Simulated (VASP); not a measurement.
Crystal: Ti2CCl2.

```
Ti C Cl
1.0
    -1.99290    1.99290    5.22889
     1.99290   -1.99290    5.22889
     1.99290    1.99290   -5.22889
Ti C Cl
2 1 2
Direct
  0.25000 0.75000 0.50000
  0.75000 0.25000 0.50000
  0.00000 0.00000 0.00000
  0.62600 0.62600 0.00000
  0.37400 0.37400 0.00000
```

| Property | Result |
| --- | --- |
| Program | VASP 6.6.1 |
| Task | relaxation of cell and atoms |
| Functional | PBE |
| Potentials or basis | VASP PAW PBE potentials, release 64 (Ti_sv, C, Cl) |
| Cutoff | 600 eV |
| k mesh | 6 × 6 × 6 |
| Occupations | gaussian, width 0.1 eV |
| Spin | no spin polarisation |

At the start: pressure 2.6 GPa; volume 16.61 Å³/atom.

**Question.** How do energy, volume and symmetry change on relaxing?

**Answer.** Over 11 steps the energy falls by 252.2 meV/atom and the volume is 16.37 Å³/atom (-1.5 %); space group I4/mmm (No. 139, to 0.1 Å) before and after.

Step by step:
```
step  energy change (eV)  largest force (eV/Å)  pressure (GPa)  volume (Å³)
   1              0.0000                0.5926            2.56        83.07
   2             -0.3417                1.1384           -1.76        86.17
   3             -0.6274                1.9468           -7.42        91.27
   4             -0.7726                1.7992           -7.37        90.69
   5             -1.0262                1.3511           -6.79        88.62
   6             -1.0424                1.2085           -6.54        87.90
   7             -1.2081                0.5489           -3.64        84.93
   8             -1.2600                0.0368           -0.57        82.47
   9             -1.2603                0.0873           -0.29        82.27
  10             -1.2608                0.0617           -0.17        82.12
  11             -1.2612                0.0139            0.04        81.84
```

Final structure:
```
Ti C Cl
1.0
    -2.19961    2.19961    4.22895
     2.19961   -2.19961    4.22895
     2.19961    2.19961   -4.22895
Ti C Cl
2 1 2
Direct
  0.25000 0.75000 0.50000
  0.75000 0.25000 0.50000
  0.00000 0.00000 0.00000
  0.65343 0.65343 0.00000
  0.34657 0.34657 0.00000
```
